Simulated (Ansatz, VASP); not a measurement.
**C: VASP beside Ansatz**

File INCAR:

```
PREC     = Accurate       # precision mode
ENCUT    = 520            # plane-wave cutoff, eV
EDIFF    = 1E-6           # SCF threshold, eV
ISMEAR   = 0              # smearing method
SIGMA    = 0.1            # smearing width, eV
LREAL    = F              # projectors in reciprocal space
LASPH    = T              # aspherical terms in the spheres
NELM     = 100            # most SCF steps
ALGO     = Normal         # electronic algorithm
ISIF     = 2              # what is computed and relaxed
LWAVE    = F              # write WAVECAR
LCHARG   = T              # write CHGCAR
LDIPOL   = T            
IDIPOL   = 3            
DIPOL    = 0.5 0.5 0.360
GGA      = PE             # functional
IVDW     = 12             # dispersion correction
LELF     = T              # ELF
LVHAR    = T            
LVACPOTAV= T            
NBANDS   = 16             # bands
```

The input KPOINTS:

```
Automatic mesh
0
Gamma
  15 15 1
```

File POSCAR:

```
C
1.0
    2.4656524409      0.0000000000      0.0000000000
   -1.2328262205      2.1353176507      0.0000000000
    0.0000000000      0.0000000000     17.5000663885
C
4
Direct
    0.6666666667      0.3333333333      0.2571437784
    0.3333333333      0.6666666667      0.2571418816
    1.0000000000      1.0000000000      0.4634306070
    0.6666666667      1.3333333333      0.4634287102
```

Input for Ansatz:

```yaml
crystal:
  lattice:
    - [2.4656524409, 0.0, 0.0]
    - [-1.2328262205, 2.1353176507, 0.0]
    - [0.0, 0.0, 17.5000663885]
  atoms:
    - { symbol: C, position: [0.6666666667, 0.3333333333, 0.2571437784] }
    - { symbol: C, position: [0.3333333333, 0.6666666667, 0.2571418816] }
    - { symbol: C, position: [1.0, 1.0, 0.463430607] }
    - { symbol: C, position: [0.6666666667, 1.3333333333, 0.4634287102] }
basis:
  ecutwfc: 420
kpoints:
  mp_grid: { grid: [15, 15, 1] }
hamiltonian:
  xc: pbe
  pseudopotentials: { kind: paw, azcp: { folder: soft_1 } }
  dispersion: d3bj
scf:
  occupations: { method: gaussian, width: 0.1 }
output:
  forces: true
  eigenvalues: true
  write_density: true
  write_potential: true
  elf: true
  volumetric_format: npy
efield:
  axis: 3
  dipole_correction: true
  ramp_width: 0.04
```

Alike in both runs: task single point; functional PBE; dispersion D3(BJ); k mesh 15 × 15 × 1; occupations gaussian, width 0.1 eV; no spin polarisation.

|  | VASP | Ansatz |
| --- | --- | --- |
| version | VASP 6.6.1 | Ansatz 0.2.0 |
| potentials or method | VASP PAW PBE potentials, release 64 (C), cutoff 520 eV | scalar-relativistic, plane waves, PAW |
| valence electrons in the cell | 16 | 16 |

```tsv
	VASP	Ansatz	Ansatz less VASP
gap on the k mesh at the Fermi level (eV)	none	none	-
rms of the force components (eV/Å)	0.013	0.013	0.0000
work function, face that differs most (eV)	4.26	4.26	-0.002
```

Atom by atom the forces differ by 0.000 eV/Å (rms over components). A gap of «none» marks a metal or a gap that the smearing closes. Ansatz's warnings: xc potential rough in thin density.
